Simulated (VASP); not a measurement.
A run of VASP 6.6.1 is set up as follows.

The input POSCAR:

```
Au
1.0
    0.0000000000      2.0622005788      2.0622005788
    2.0622005788      0.0000000000      2.0622005788
    2.0622005788      2.0622005788      0.0000000000
Au
1
Direct
    0.0000000000      0.0000000000      0.0000000000
```

File INCAR.step1:

```
  PREC = Accurate
  ENCUT = 520
  ISMEAR = -1
  SIGMA = 0.1
  LREAL = F
  LASPH = T
  NELM = 60
  NBANDS = 12
  GGA = PE
  ALGO = Normal
  EDIFF = 1E-4
  LWAVE = T
  LCHARG = F
```

INCAR.step2

```
  PREC = Accurate
  ENCUT = 520
  EDIFF = 1E-6
  ISMEAR = -1
  SIGMA = 0.1
  LREAL = F
  LASPH = T
  NELM = 60
  ALGO = Normal
  ISIF = 2
  LWAVE = F
  LCHARG = F
  METAGGA = R2SCAN
  LMIXTAU = T
  NBANDS = 12
  ISTART = 1
```

Contents of KPOINTS:

```
regular mesh
0
Gamma
  24 24 24
```

Potentials or basis: VASP PAW PBE potentials, release 64 (Au).

Command:

```bash
$ cat potpaw_PBE.64/Au/POTCAR > POTCAR
$ cp INCAR.step1 INCAR
$ mpirun -np 1 vasp_std > vasp.out
$ cp INCAR.step2 INCAR
$ mpirun -np 1 vasp_std > vasp.out
```

Predict the pressure.

0.3 GPa.

Estimate the band gap on the k mesh.

zero (an odd number of electrons rules out a gap without spin polarisation).

Caveat: the PAW data sets were made with another functional, which shifts forces and pressure a little; spin-orbit coupling is left out, which moves the levels of the heavy elements.
